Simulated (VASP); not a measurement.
# Au in VASP: further runs

The runs below take Au through single point, with PBEsol.

Program: VASP 6.6.1. These are calculated values, not measurements. Logs are shortened: lines on timing, memory, paths and dates and some standing lists are left out, and cuts for length are marked.

## Step 1: The cell of the first run

The structure is cubic, space group Fm-3m (No. 225). Conventional cell: a = 3.961 Å, b = 3.961 Å, c = 3.961 Å, α = 90.00°, β = 90.00°, γ = 90.00°. Au (site symmetry m-3m) has 12 Au at 2.80 Å within 3.7 Å.

## Step 2: Single point, PBEsol (strain -0.030 along x and y, -0.030 along z)

Input file INCAR:

```
  PREC = Accurate
  ENCUT = 520
  EDIFF = 1E-7
  ISMEAR = 0
  SIGMA = 0.15
  LREAL = False
  LASPH = True
  NELM = 80
  ALGO = Fast
  ISIF = 2
  LWAVE = False
  LCHARG = False
  GGA = PS
  NBANDS = 12
```

Input file KPOINTS:

```
regular mesh
0
Gamma
  26 26 26
```

Input file POSCAR:

```
Au
1.0
    0.0000000000      1.9806763535      1.9806763535
    1.9806763535      0.0000000000      1.9806763535
    1.9806763535      1.9806763535      0.0000000000
Au
1
Direct
    0.0000000000      0.0000000000      0.0000000000
```

Potentials or basis: VASP PAW PBE potentials, release 64 (Au).

Run with:

```
$ cat potpaw_PBE.64/Au/POTCAR > POTCAR
$ mpirun -np 1 vasp_std > vasp.out
```

OUTCAR:

```text
PREC = Accurate
   ENCUT = 520
   EDIFF = 1E-7
   ISMEAR = 0
   LREAL = False
   LASPH = True
   NELM = 80
   ISIF = 2
   GGA = PS

 ion  position               nearest neighbor table
   1  0.000  0.000  0.000-

  LATTYP: Found a face centered cubic cell.
 ALAT       =     3.9613527070

  Lattice vectors:

 A1 = (   0.0000000000,   1.9806763535,   1.9806763535)
 A2 = (   1.9806763535,   0.0000000000,   1.9806763535)
 A3 = (   1.9806763535,   1.9806763535,   0.0000000000)

Analysis of symmetry for initial positions (statically):
=====================================================================
 Subroutine PRICEL returns:
 Original cell was already a primitive cell.

 Routine SETGRP: Setting up the symmetry group for a
 face centered cubic supercell.

 Subroutine GETGRP returns: Found 48 space group operations
 (whereof 48 operations were pure point group operations)
 out of a pool of 48 trial point group operations.

The static configuration has the point symmetry O_h .

Analysis of symmetry for dynamics (positions and initial velocities):
=====================================================================
 Subroutine PRICEL returns:
 Original cell was already a primitive cell.

 Routine SETGRP: Setting up the symmetry group for a
 face centered cubic supercell.

 Subroutine GETGRP returns: Found 48 space group operations
 (whereof 48 operations were pure point group operations)
 out of a pool of 48 trial point group operations.

The dynamic configuration has the point symmetry O_h .

 Subroutine INISYM returns: Found 48 space group operations
 (whereof 48 operations are pure point group operations),
 and found     1 'primitive' translations

----------------------------------------------------------------------------------------

                                     Primitive cell

  volume of cell :      15.5407

  direct lattice vectors                    reciprocal lattice vectors
     0.000000000  1.980676354  1.980676354    -0.252439021  0.252439021  0.252439021
     1.980676354  0.000000000  1.980676354     0.252439021 -0.252439021  0.252439021
     1.980676354  1.980676354  0.000000000     0.252439021  0.252439021 -0.252439021

  length of vectors
     2.801099362  2.801099362  2.801099362     0.437237211  0.437237211  0.437237211

  position of ions in fractional coordinates (direct lattice)
     0.000000000  0.000000000  0.000000000

  ion indices of the primitive-cell ions
   primitive index   ion index
                 1           1

----------------------------------------------------------------------------------------

 KPOINTS: regular mesh

Automatic generation of k-mesh.
 Grid dimensions read from file:
 generate k-points for:   26   26   26

 Generating k-lattice:

  Cartesian coordinates                     Fractional coordinates (reciprocal lattice)
    -0.009709193  0.009709193  0.009709193     0.038461538  0.000000000  0.000000000
     0.009709193 -0.009709193  0.009709193     0.000000000  0.038461538  0.000000000
     0.009709193  0.009709193 -0.009709193     0.000000000  0.000000000  0.038461538

  Length of vectors
     0.016816816  0.016816816  0.016816816

  Shift w.r.t. Gamma in fractional coordinates (k-lattice)
     0.000000000  0.000000000  0.000000000

 Subroutine IBZKPT returns following result:
 ===========================================

 Found    511 irreducible k-points:

 Following reciprocal coordinates:
            Coordinates               Weight
  0.000000  0.000000  0.000000      1.000000
  0.038462  0.000000  0.000000      8.000000
  0.076923  0.000000  0.000000      8.000000
  0.115385  0.000000  0.000000      8.000000
  0.153846  0.000000  0.000000      8.000000
  0.192308  0.000000  0.000000      8.000000
[... 16 lines left out ...]
  0.346154  0.038462  0.000000     24.000000
  0.384615  0.038462  0.000000     24.000000
 [... further k-points ...]
   k-points           NKPTS =    511   k-points in BZ     NKDIM =    511   number of bands    NBANDS=     12
   number of dos      NEDOS =    301   number of ions     NIONS =      1
   total plane-waves  NPLWV =  13824
   dimension x,y,z NGX =    24 NGY =   24 NGZ =   24
   dimension x,y,z NGXF=    48 NGYF=   48 NGZF=   48
   ions per type =               1
   NGX,Y,Z   is equivalent  to a cutoff of  14.24, 14.24, 14.24 a.u.
   NGXF,Y,Z  is equivalent  to a cutoff of  28.49, 28.49, 28.49 a.u.
 SYSTEM =  unknown system
   PREC   = accura    normal or accurate (medium, high low for compatibility)
   ISTART =      0    job   : 0-new  1-cont  2-samecut
   ICHARG =      2    charge: 1-file 2-atom 10-const
   ISPIN  =      1    spin polarized calculation?
   LNONCOLLINEAR =      F non collinear calculations
   LSORBIT =      F    spin-orbit coupling
   LASPH  =      T    aspherical Exc in radial PAW
   ENCUT  =  520.0 eV  38.22 Ry    6.18 a.u.   5.21  5.21  5.21*2*pi/ulx,y,z
   NELM   =     80;   NELMIN=  2; NELMDL= -5     # of ELM steps
   EDIFF  = 0.1E-06   stopping-criterion for ELM
   LREAL  =      F    real-space projection
   EDIFFG = 0.1E-05   stopping-criterion for IOM
   NSW    =      0    number of steps for IOM
   IBRION =     -1    ionic relax: 0-MD 1-quasi-New 2-CG
   NFREE  =      0    steps in history (QN), initial steepest desc. (CG)
   ISIF   =      2    stress and relaxation
   ISYM   =      2    0-nonsym 1-usesym 2-fastsym
   POTIM  = 0.5000    time-step for ionic-motion
   TEBEG  =    0.0;   TEEND  =   0.0 temperature during run
   PSTRESS=    0.0 pullay stress
   NELECT =      11.0000    total number of electrons
   NUPDOWN=      -1.0000    fix difference up-down
   EMIN   =  10.00;   EMAX   =-10.00  energy-range for DOS
   EFERMI =   0.00;   METHOD = LEGACY
   ISMEAR =     0;   SIGMA  =   0.15  broadening in eV -4-tet -1-fermi 0-gaus
   EFERMI_NEDOS =   21; number of points for ismear=-14 and -15
   IALGO  =     68    algorithm
   IMIX   =      4    mixing-type and parameters
     AMIX     =   0.40;   BMIX     =  1.00
     AMIX_MAG =   1.60;   BMIX_MAG =  1.00
  volume/ion in A,a.u.               =      15.54       104.87
  Fermi-wavevector in a.u.,A,eV,Ry     =   1.458978  2.757069 28.961608  2.128618
  Thomas-Fermi vector in A             =   2.575600
   LORBIT       =      0    0 simple, 1 ext, 2 COOP (PROOUT), +10 PAW based schemes
   GGA     = PS    functional components
   LHFCALC =     F    Hartree Fock is set to
   AEXX    =    0.0000 exact exchange contribution
   IVDW    =     0    specifies the selected vdW correction
   LEPSILON=     F    determine dielectric tensor
   LRPA    =     F    only Hartree local field effects (RPA)
 non-spin polarized calculation
 RMM-DIIS sequential band-by-band and
 Gauss-broadening in eV      SIGMA  =   0.15
  energy-cutoff  :      520.00
  volume of cell :       15.54
 maximum number of plane-waves:       444
 NGX is ok and might be reduce to    24
   NGX = 11   NGY = 11   NGZ = 11

 number of electron      11.0000001 magnetization

 Free energy of the ion-electron system (eV)
  ---------------------------------------------------
  ext. energy  EPLUGINS =         0.00000000
  ---------------------------------------------------
  free energy    TOTEN  =        -3.84216054 eV

  energy without entropy =       -3.83908665  energy(sigma->0) =       -3.84062359

 E-fermi :  10.9444     XC(G=0): -13.4366

 val. band max:       10.9435150506   @ k =   0.4615   0.3462   0.0000
 cond. band min:      10.9545912909   @ k =   0.5000   0.3462   0.1538
 fundamental gap:      0.0110762403
 Fermi energy:        10.9444351873

 k-point     1 :       0.0000    0.0000    0.0000
  band No.  band energies     occupation
      1      -0.0449      2.00000
      2       5.6879      2.00000
      3       5.6879      2.00000
      4       5.6879      2.00000
      5       7.4855      2.00000
      6       7.4855      2.00000
      7      25.2299      0.00000
      8      29.7595      0.00000
      9      29.7595      0.00000
     10      29.7595      0.00000
     11      34.9361      0.00000
     12      40.7288      0.00000

 k-point     2 :       0.0385    0.0000    0.0000
  band No.  band energies     occupation
      1       0.0117      2.00000
      2       5.6665      2.00000
      3       5.7090      2.00000
      4       5.7090      2.00000
      5       7.4748      2.00000
      6       7.4748      2.00000
      7      25.3075      0.00000
      8      29.3933      0.00000
      9      29.8364      0.00000
     10      29.8364      0.00000
     11      35.3067      0.00000
     12      39.8252      0.00000

 k-point     3 :       0.0769    0.0000    0.0000
  band No.  band energies     occupation
      1       0.1793      2.00000
      2       5.6067      2.00000
      3       5.7687      2.00000
      4       5.7687      2.00000
      5       7.4470      2.00000
      6       7.4470      2.00000
      7      25.5269      0.00000
      8      28.5162      0.00000
      9      30.0628      0.00000
     10      30.0628      0.00000
     11      36.0171      0.00000
     12      38.5674      0.00000

 k-point     4 :       0.1154    0.0000    0.0000
  band No.  band energies     occupation
      1       0.4507      2.00000
      2       5.5225      2.00000
      3       5.8549      2.00000
      4       5.8549      2.00000
      5       7.4161      2.00000
      6       7.4161      2.00000
      7      25.8357      0.00000
      8      27.4247      0.00000
      9      30.4248      0.00000
     10      30.4248      0.00000
     11      35.7446      0.00000
     12      38.5428      0.00000

 k-point     5 :       0.1538    0.0000    0.0000
  band No.  band energies     occupation
      1       0.8116      2.00000
      2       5.4370      2.00000
      3       5.9457      2.00000
      4       5.9457      2.00000
      5       7.4069      2.00000
      6       7.4069      2.00000
      7      25.8894      0.00000
      8      26.5074      0.00000
      9      30.8943      0.00000
     10      30.8943      0.00000
     11      34.6181      0.00000
     12      37.1632      0.00000
[... 228 lines left out ...]
      1       2.0112      2.00000
      2       5.4515      2.00000
      3       6.0066      2.00000
      4       6.0426      2.00000
      5       7.5693      2.00000
      6       7.8661      2.00000
      7      22.4224      0.00000
      8      26.5542      0.00000
      9      30.8265      0.00000
     10      32.6026      0.00000
     11      32.9819      0.00000
     12      34.8478      0.00000

 k-point    22 :       0.3077    0.0385    0.0000
  band No.  band energies     occupation
      1       2.3526      2.00000
      2       5.7447      2.00000
      3       5.9404      2.00000
      4       5.9840      2.00000
      5       7.8402      2.00000
      6       8.0941      2.00000
      7      20.8979      0.00000
      8      26.1954      0.00000
      9      30.4691      0.00000
     10      31.9195      0.00000
     11      33.7591      0.00000
     12      34.9092      0.00000

 k-point    23 :       0.3462    0.0385    0.0000
  band No.  band energies     occupation
      1       2.5668      2.00000
      2       5.8257      2.00000
      3       5.9057      2.00000
      4       6.2893      2.00000
      5       8.1607      2.00000
      6       8.3392      2.00000
      7      19.3485      0.00000
      8      25.7693      0.00000
      9      29.9092      0.00000
     10      31.0172      0.00000
     11      34.7397      0.00000
     12      35.3162      0.00000

 k-point    24 :       0.3846    0.0385    0.0000
  band No.  band energies     occupation
      1       2.6694      2.00000
      2       5.7429      2.00000
      3       5.8250      2.00000
      4       6.9692      2.00000
      5       8.5196      2.00000
      6       8.5693      2.00000
      7      17.8282      0.00000
      8      25.3765      0.00000
      9      29.3412      0.00000
     10      30.1421      0.00000
     11      35.8065      0.00000
     12      35.8697      0.00000

 [... further k-points ...]

------------------------ aborting loop because EDIFF is reached ----------------------------------------

  FORCE on cell =-STRESS in cart. coord.  units (eV):
  Direction    XX          YY          ZZ          XY          YZ          ZX
  --------------------------------------------------------------------------------------
  -------------------------------------------------------------------------------------
  Total        1.9626035      1.9626035      1.9626035     -0.0000000     -0.0000000     -0.0000000
  in kB      202.3357368    202.3357368    202.3357368     -0.0000000     -0.0000000     -0.0000000
  external PRESSURE =     202.3357368 kB  Pullay stress =       0.0000000 kB

 VOLUME and BASIS-vectors are now :
 -----------------------------------------------------------------------------
  energy-cutoff  :      520.00
  volume of cell :       15.54
      direct lattice vectors                 reciprocal lattice vectors
     0.000000000  1.980676354  1.980676354    -0.252439021  0.252439021  0.252439021
     1.980676354  0.000000000  1.980676354     0.252439021 -0.252439021  0.252439021
     1.980676354  1.980676354  0.000000000     0.252439021  0.252439021 -0.252439021

 POSITION                                       TOTAL-FORCE (eV/Angst)
 -----------------------------------------------------------------------------------
      0.00000      0.00000      0.00000         0.000000     -0.000000      0.000000
 -----------------------------------------------------------------------------------
    total drift:                               -0.000000      0.000000      0.000000

  FREE ENERGIE OF THE ION-ELECTRON SYSTEM (eV)
  ---------------------------------------------------
  free  energy   TOTEN  =        -3.8421605384 eV

  energy  without entropy=       -3.8390866493  energy(sigma->0) =       -3.84062359
```

Wall time 2.7 min (1 thread of Intel Xeon 8259CL, shared host); peak memory 0.22 GiB.

Results:

```
Free energy            : -3.8422 eV
Pressure               : 20.2 GPa
Band gap on the k mesh : zero (an odd number of electrons rules out a gap without spin polarisation)
```

Caveat: the cell differs from its parent crystal (strain -0.030 along x and y, -0.030 along z); the cell stands under pressure; the PAW data sets were made with another functional, which shifts forces and pressure a little; spin-orbit coupling is left out, which moves the levels of the heavy elements.

(Continued in part 2 of 3.)
